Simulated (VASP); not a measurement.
# MgS in VASP: single point with PBE+D3(BJ)

Aim: the single point of MgS with PBE+D3(BJ).

Program: VASP 6.6.1. These are calculated values, not measurements. Logs are shortened: lines on timing, memory, paths and dates and some standing lists are left out, and cuts for length are marked.

### 1 The cell of the first run

The cell holds a sheet with vacuum, 4 atoms: a = 3.483 Å, b = 3.483 Å, c = 31.360 Å, α = 90.00°, β = 90.00°, γ = 90.00°.

### 2 Single point, PBE+D3(BJ)

Input file INCAR:

```
SYSTEM = MgS
ALGO     = Normal         ! electronic algorithm
DIPOL    = 0.5 0.5 0.287
EDIFF    = 1E-6           ! SCF threshold, eV
ENCUT    = 520            ! plane-wave cutoff, eV
GGA      = PE             ! functional
IDIPOL   = 3            
ISIF     = 2              ! what is computed and relaxed
ISMEAR   = 0              ! smearing method
IVDW     = 12             ! dispersion correction
LASPH    = .True.         ! aspherical terms in the spheres
LCHARG   = .True.         ! write CHGCAR
LDIPOL   = .True.       
LELF     = .True.         ! ELF
LREAL    = .False.        ! projectors in reciprocal space
LVACPOTAV= .True.       
LVHAR    = .True.       
LWAVE    = .False.        ! write WAVECAR
NBANDS   = 16             ! bands
NELM     = 100            ! most SCF steps
PREC     = Accurate       ! precision mode
SIGMA    = 0.02           ! smearing width, eV
```

Input file KPOINTS:

```
k-points
0
Gamma
  8 8 1
  0 0 0
```

Input file POSCAR:

```
MgS
1.0
    3.4830715511      0.0000000000      0.0000000000
    0.0000000000      3.4830715511      0.0000000000
    0.0000000000      0.0000000000     31.3600000000
Mg S
2 2
Direct
    0.0000000000      0.0000000000      0.2191053273
    0.0000000000      0.0000000000      0.3548742645
    0.5000000000      0.5000000000      0.2194316731
    0.5000000000      0.5000000000      0.3545479187
```

Potentials or basis: VASP PAW PBE potentials, release 64 (Mg, S).

Command:

```bash
cat potpaw_PBE.64/Mg/POTCAR potpaw_PBE.64/S/POTCAR > POTCAR
mpirun -np 1 vasp_std > vasp.out
```

OUTCAR:

```text
SYSTEM = MgS
   EDIFF = 1E-6
   ENCUT = 520
   GGA = PE
   ISIF = 2
   ISMEAR = 0
   IVDW = 12
   LASPH = .True.
   LREAL = .False.
   NELM = 100
   PREC = Accurate
 IVDW          = 12

 ion  position               nearest neighbor table
   1  0.000  0.000  0.219-   3 2.46   3 2.46   3 2.46   3 2.46
   2  0.000  0.000  0.355-   4 2.46   4 2.46   4 2.46   4 2.46
   3  0.500  0.500  0.219-   1 2.46   1 2.46   1 2.46   1 2.46
   4  0.500  0.500  0.355-   2 2.46   2 2.46   2 2.46   2 2.46

  LATTYP: Found a simple tetragonal cell.
 ALAT       =     3.4830715511
 C/A-ratio  =     9.0035474551

  Lattice vectors:

 A1 = (   3.4830715511,   0.0000000000,   0.0000000000)
 A2 = (   0.0000000000,   3.4830715511,   0.0000000000)
 A3 = (   0.0000000000,   0.0000000000,  31.3600000000)

Analysis of symmetry for initial positions (statically):
=====================================================================
 Subroutine PRICEL returns:
 Original cell was already a primitive cell.

 Routine SETGRP: Setting up the symmetry group for a
 simple tetragonal supercell.

 Subroutine GETGRP returns: Found 16 space group operations
 (whereof  8 operations were pure point group operations)
 out of a pool of 16 trial point group operations.

The static configuration has the point symmetry C_4v.
 The point group associated with its full space group is D_4h.

Analysis of symmetry for dynamics (positions and initial velocities):
=====================================================================
 Subroutine PRICEL returns:
 Original cell was already a primitive cell.

 Routine SETGRP: Setting up the symmetry group for a
 simple tetragonal supercell.

 Subroutine GETGRP returns: Found 16 space group operations
 (whereof  8 operations were pure point group operations)
 out of a pool of 16 trial point group operations.

The dynamic configuration has the point symmetry C_4v.
 The point group associated with its full space group is D_4h.

 Subroutine INISYM returns: Found 16 space group operations
 (whereof  8 operations are pure point group operations),
 and found     1 'primitive' translations

----------------------------------------------------------------------------------------

                                     Primitive cell

  volume of cell :     380.4529

  direct lattice vectors                    reciprocal lattice vectors
     3.483071551  0.000000000  0.000000000     0.287102916  0.000000000  0.000000000
     0.000000000  3.483071551  0.000000000     0.000000000  0.287102916  0.000000000
     0.000000000  0.000000000 31.360000000     0.000000000  0.000000000  0.031887755

  length of vectors
     3.483071551  3.483071551 31.360000000     0.287102916  0.287102916  0.031887755

  position of ions in fractional coordinates (direct lattice)
     0.000000000  0.000000000  0.219105327
     0.000000000  0.000000000  0.354874264
     0.500000000  0.500000000  0.219431673
     0.500000000  0.500000000  0.354547919

  ion indices of the primitive-cell ions
   primitive index   ion index
                 1           1
                 2           2
                 3           3
                 4           4

----------------------------------------------------------------------------------------

 KPOINTS: k-points

Automatic generation of k-mesh.
 Grid dimensions read from file:
 generate k-points for:    8    8    1

 Generating k-lattice:

  Cartesian coordinates                     Fractional coordinates (reciprocal lattice)
     0.035887865  0.000000000  0.000000000     0.125000000  0.000000000  0.000000000
     0.000000000  0.035887865  0.000000000     0.000000000  0.125000000  0.000000000
     0.000000000  0.000000000  0.031887755     0.000000000  0.000000000  1.000000000

  Length of vectors
     0.035887865  0.035887865  0.031887755

  Shift w.r.t. Gamma in fractional coordinates (k-lattice)
     0.000000000  0.000000000  0.000000000

 Subroutine IBZKPT returns following result:
 ===========================================

 Found     15 irreducible k-points:

 Following reciprocal coordinates:
            Coordinates               Weight
  0.000000  0.000000  0.000000      1.000000
  0.125000  0.000000  0.000000      4.000000
  0.250000  0.000000  0.000000      4.000000
  0.375000  0.000000  0.000000      4.000000
  0.500000  0.000000  0.000000      2.000000
  0.125000  0.125000  0.000000      4.000000
  0.250000  0.125000  0.000000      8.000000
  0.375000  0.125000  0.000000      8.000000
  0.500000  0.125000  0.000000      4.000000
  0.250000  0.250000  0.000000      4.000000
  0.375000  0.250000  0.000000      8.000000
  0.500000  0.250000  0.000000      4.000000
  0.375000  0.375000  0.000000      4.000000
  0.500000  0.375000  0.000000      4.000000
  0.500000  0.500000  0.000000      1.000000
   k-points           NKPTS =     15   k-points in BZ     NKDIM =     15   number of bands    NBANDS=     16
   number of dos      NEDOS =    301   number of ions     NIONS =      4
   total plane-waves  NPLWV = 188160
   dimension x,y,z NGX =    28 NGY =   28 NGZ =  240
   dimension x,y,z NGXF=    56 NGYF=   56 NGZF=  480
   ions per type =               2   2
   NGX,Y,Z   is equivalent  to a cutoff of  13.36, 13.36, 12.72 a.u.
   NGXF,Y,Z  is equivalent  to a cutoff of  26.73, 26.73, 25.45 a.u.
 SYSTEM =  MgS
   PREC   = accura    normal or accurate (medium, high low for compatibility)
   ISTART =      0    job   : 0-new  1-cont  2-samecut
   ICHARG =      2    charge: 1-file 2-atom 10-const
   ISPIN  =      1    spin polarized calculation?
   LNONCOLLINEAR =      F non collinear calculations
   LSORBIT =      F    spin-orbit coupling
   LASPH  =      T    aspherical Exc in radial PAW
   ENCUT  =  520.0 eV  38.22 Ry    6.18 a.u.   6.48  6.48 58.31*2*pi/ulx,y,z
   NELM   =    100;   NELMIN=  2; NELMDL= -5     # of ELM steps
   EDIFF  = 0.1E-05   stopping-criterion for ELM
   LREAL  =      F    real-space projection
   EDIFFG = 0.1E-04   stopping-criterion for IOM
   NSW    =      0    number of steps for IOM
   IBRION =     -1    ionic relax: 0-MD 1-quasi-New 2-CG
   NFREE  =      0    steps in history (QN), initial steepest desc. (CG)
   ISIF   =      2    stress and relaxation
   ISYM   =      2    0-nonsym 1-usesym 2-fastsym
   POTIM  = 0.5000    time-step for ionic-motion
   TEBEG  =    0.0;   TEEND  =   0.0 temperature during run
   PSTRESS=    0.0 pullay stress
   NELECT =      16.0000    total number of electrons
   NUPDOWN=      -1.0000    fix difference up-down
   EMIN   =  10.00;   EMAX   =-10.00  energy-range for DOS
   EFERMI =   0.00;   METHOD = LEGACY
   ISMEAR =     0;   SIGMA  =   0.02  broadening in eV -4-tet -1-fermi 0-gaus
   EFERMI_NEDOS =   21; number of points for ismear=-14 and -15
   IALGO  =     38    algorithm
   IMIX   =      4    mixing-type and parameters
     AMIX     =   0.40;   BMIX     =  1.00
     AMIX_MAG =   1.60;   BMIX_MAG =  1.00
  volume/ion in A,a.u.               =      95.11       641.86
  Fermi-wavevector in a.u.,A,eV,Ry     =   0.569309  1.075838  4.409818  0.324112
  Thomas-Fermi vector in A             =   1.608895
   LORBIT       =      0    0 simple, 1 ext, 2 COOP (PROOUT), +10 PAW based schemes
   GGA     = PE    functional components
   LHFCALC =     F    Hartree Fock is set to
   AEXX    =    0.0000 exact exchange contribution
   IVDW    =    12    specifies the selected vdW correction
   LEPSILON=     F    determine dielectric tensor
   LRPA    =     F    only Hartree local field effects (RPA)
 non-spin polarized calculation
 Gauss-broadening in eV      SIGMA  =   0.02
  energy-cutoff  :      520.00
  volume of cell :      380.45
 maximum number of plane-waves:     10333
 NGX is ok and might be reduce to    28
   NGX = 13   NGY = 13   NGZ =117

 dipolmoment           0.000000      0.000000     -0.000084 electrons x Angstroem

 number of electron      16.0000001 magnetization

 dipolmoment           0.000000      0.000000      0.000006 electrons x Angstroem

 Free energy of the ion-electron system (eV)
  ---------------------------------------------------
  ext. energy  EPLUGINS =         0.00000000
  ---------------------------------------------------
  free energy    TOTEN  =       -15.44840718 eV

  energy without entropy =      -15.44840718  energy(sigma->0) =      -15.44840718

 E-fermi :  -3.2396     XC(G=0):  -2.3685

 val. band max:       -3.3388214101   @ k =   0.5000   0.5000   0.0000
 cond. band min:      -1.1995507203   @ k =   0.5000   0.5000   0.0000
 fundamental gap:      2.1392706898
 Fermi energy:        -3.2396497742

 k-point     1 :       0.0000    0.0000    0.0000
  band No.  band energies     occupation
      1     -15.3454      2.00000
      2     -15.2819      2.00000
      3      -5.7313      2.00000
      4      -4.9918      2.00000
      5      -4.0047      2.00000
      6      -4.0047      2.00000
[... 8 lines left out ...]
     15       2.2905      0.00000
     16       2.4462      0.00000

 k-point     2 :       0.1250    0.0000    0.0000
  band No.  band energies     occupation
      1     -15.2476      2.00000
      2     -15.1855      2.00000
      3      -5.6094      2.00000
      4      -4.9077      2.00000
      5      -4.8577      2.00000
      6      -4.7474      2.00000
[... 8 lines left out ...]
     15       2.5407      0.00000
     16       2.7170      0.00000

 k-point     3 :       0.2500    0.0000    0.0000
  band No.  band energies     occupation
      1     -14.9896      2.00000
      2     -14.9317      2.00000
      3      -6.3035      2.00000
      4      -6.1814      2.00000
      5      -5.2510      2.00000
      6      -4.5869      2.00000
[... 8 lines left out ...]
     15       2.7463      0.00000
     16       3.2537      0.00000

 k-point     4 :       0.3750    0.0000    0.0000
  band No.  band energies     occupation
      1     -14.6914      2.00000
      2     -14.6392      2.00000
      3      -7.4219      2.00000
      4      -7.2885      2.00000
      5      -4.8140      2.00000
      6      -4.2381      2.00000
[... 8 lines left out ...]
     15       3.4467      0.00000
     16       3.8790      0.00000

 k-point     5 :       0.5000    0.0000    0.0000
  band No.  band energies     occupation
      1     -14.5518      2.00000
      2     -14.5028      2.00000
      3      -7.8480      2.00000
      4      -7.7100      2.00000
      5      -4.5853      2.00000
      6      -4.0674      2.00000
[... 8 lines left out ...]
     15       4.1537      0.00000
     16       4.4025      0.00000

 k-point     6 :       0.1250    0.1250    0.0000
  band No.  band energies     occupation
      1     -15.1519      2.00000
      2     -15.0912      2.00000
      3      -5.4903      2.00000
      4      -4.9075      2.00000
      5      -4.8705      2.00000
      6      -4.7145      2.00000
[... 8 lines left out ...]
     15       2.6670      0.00000
     16       3.2656      0.00000
[... 96 lines left out ...]
 k-point    12 :       0.5000    0.2500    0.0000
  band No.  band energies     occupation
      1     -14.2730      2.00000
      2     -14.2279      2.00000
      3      -7.3859      2.00000
      4      -7.2656      2.00000
      5      -5.4480      2.00000
      6      -5.3789      2.00000
[... 8 lines left out ...]
     15       4.3602      0.00000
     16       4.7100      0.00000

 k-point    13 :       0.3750    0.3750    0.0000
  band No.  band energies     occupation
      1     -14.1568      2.00000
      2     -14.1132      2.00000
      3      -6.6943      2.00000
      4      -6.5895      2.00000
      5      -6.4992      2.00000
      6      -6.4169      2.00000
[... 8 lines left out ...]
     15       4.0937      0.00000
     16       4.9770      0.00000

 k-point    14 :       0.5000    0.3750    0.0000
  band No.  band energies     occupation
      1     -14.0470      2.00000
      2     -14.0055      2.00000
      3      -6.9760      2.00000
      4      -6.8773      2.00000
      5      -6.4094      2.00000
      6      -6.3285      2.00000
[... 8 lines left out ...]
     15       4.3518      0.00000
     16       5.0992      0.00000

 k-point    15 :       0.5000    0.5000    0.0000
  band No.  band energies     occupation
      1     -13.9441      2.00000
      2     -13.9045      2.00000
      3      -6.7733      2.00000
      4      -6.7733      2.00000
      5      -6.6883      2.00000
      6      -6.6883      2.00000
[... 8 lines left out ...]
     15       3.7350      0.00000
     16       4.4677      0.00000

------------------------ aborting loop because EDIFF is reached ----------------------------------------

 Edisp (eV)   -0.71879

 E8    (eV) :    -0.2955

  FORCE on cell =-STRESS in cart. coord.  units (eV):
  Direction    XX          YY          ZZ          XY          YZ          ZX
  --------------------------------------------------------------------------------------
  -------------------------------------------------------------------------------------
  Total      -0.13123    -0.13123     0.04043     0.00000    -0.00000     0.00000
  in kB      -0.55265    -0.55265     0.17026     0.00000    -0.00000     0.00000
  external pressure =       -0.31 kB  Pullay stress =        0.00 kB

 VOLUME and BASIS-vectors are now :
 -----------------------------------------------------------------------------
  energy-cutoff  :      520.00
  volume of cell :      380.45
      direct lattice vectors                 reciprocal lattice vectors
     3.483071551  0.000000000  0.000000000     0.287102916  0.000000000  0.000000000
     0.000000000  3.483071551  0.000000000     0.000000000  0.287102916  0.000000000
     0.000000000  0.000000000 31.360000000     0.000000000  0.000000000  0.031887755

 POSITION                                       TOTAL-FORCE (eV/Angst)
 -----------------------------------------------------------------------------------
      0.00000      0.00000      6.87114         0.000000     -0.000000     -0.004210
      0.00000      0.00000     11.12886         0.000000     -0.000000      0.004210
      1.74154      1.74154      6.88138         0.000000      0.000000     -0.009341
      1.74154      1.74154     11.11862         0.000000      0.000000      0.009341
 -----------------------------------------------------------------------------------
    total drift:                               -0.000000      0.000000      0.000051

  FREE ENERGIE OF THE ION-ELECTRON SYSTEM (eV)
  ---------------------------------------------------
  free  energy   TOTEN  =       -16.1671929996 eV

  energy  without entropy=      -16.1671929996  energy(sigma->0) =      -16.16719300

 vacuum level on the upper side and lower side of the slab         1.664         1.664
```

Run time: 4.5 min. Hardware: 1 thread of Intel Xeon 8259CL, shared host; peak memory 0.49 GiB.

What came out:

* Free energy: -16.1672 eV
* Largest force: 0.009 eV/Å
* Band gap on the k mesh: 2.14 eV
* Dispersion energy per atom: -0.180 eV

Forces in eV/Å, atoms in the order of the input:
```
Mg   0.000  0.000 -0.004
Mg   0.000  0.000  0.004
S    0.000  0.000 -0.009
S    0.000  0.000  0.009
```

Levels at points of the mesh, in eV from the valence-band top:
| k point | band 4 | band 5 | band 6 | band 7 | band 8 | band 9 | band 10 | band 11 | band 12 | band 13 |
| --- | --- | --- | --- | --- | --- | --- | --- | --- | --- | --- |
| (0.00, 0.00, 0.00) | -1.65 | -0.67 | -0.67 | -0.62 | -0.62 | 2.40 | 3.42 | 4.67 | 4.86 | 5.08 |
| (0.50, 0.00, 0.00) | -4.37 | -1.25 | -0.73 | -0.28 | -0.25 | 3.10 | 4.46 | 5.81 | 5.96 | 6.34 |
| (0.50, 0.50, 0.00) | -3.43 | -3.35 | -3.35 | -0.39 | 0.00 | 2.14 | 2.64 | 5.90 | 5.90 | 6.23 |
